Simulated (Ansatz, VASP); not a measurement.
# CdS: VASP beside Ansatz

```
CELL_PARAMETERS angstrom
4.19286 0.00000 0.00000
-2.09643 3.63112 0.00000
0.00000 0.00000 13.67693
ATOMIC_POSITIONS crystal
Cd 0.00000 0.00000 0.99995
Cd 0.33333 0.66667 0.24974
Cd 0.66667 0.33333 0.49995
Cd 0.33333 0.66667 0.74974
S 0.00000 0.00000 0.18773
S 0.33333 0.66667 0.43758
S 0.66667 0.33333 0.68773
S 0.33333 0.66667 0.93758
```

Alike in both runs: functional PBE; k mesh 12 × 12 × 2; occupations gaussian, width 0.02 eV; no spin polarisation.

Ansatz relaxed the structure, and its values are those at the end. VASP's run is a single point on that final structure, the one shown.

```csv
,VASP,Ansatz
version,VASP 6.6.1,Ansatz 0.2.0
potentials or method,"VASP PAW PBE potentials, release 64 (Cd, S), cutoff 520 eV","scalar-relativistic, plane waves, PAW"
valence electrons in the cell,72,104
```

Ansatz gave:

```
gap on the k mesh at the Fermi level (eV) : 1.07
least direct gap on the mesh (eV)         : 1.07
pressure (GPa)                            : 0.0
```

**Question.** Estimate VASP's values.

**Answer.** gap on the k mesh at the Fermi level (eV): 1.08; least direct gap on the mesh (eV): 1.08; pressure (GPa): 0.3.

The functional is the same, so the differences come from potentials, cutoffs and numerics. VASP's potentials hold 72 valence electrons a cell and Ansatz's 104, so a difference there can come from the potentials and not from the codes.
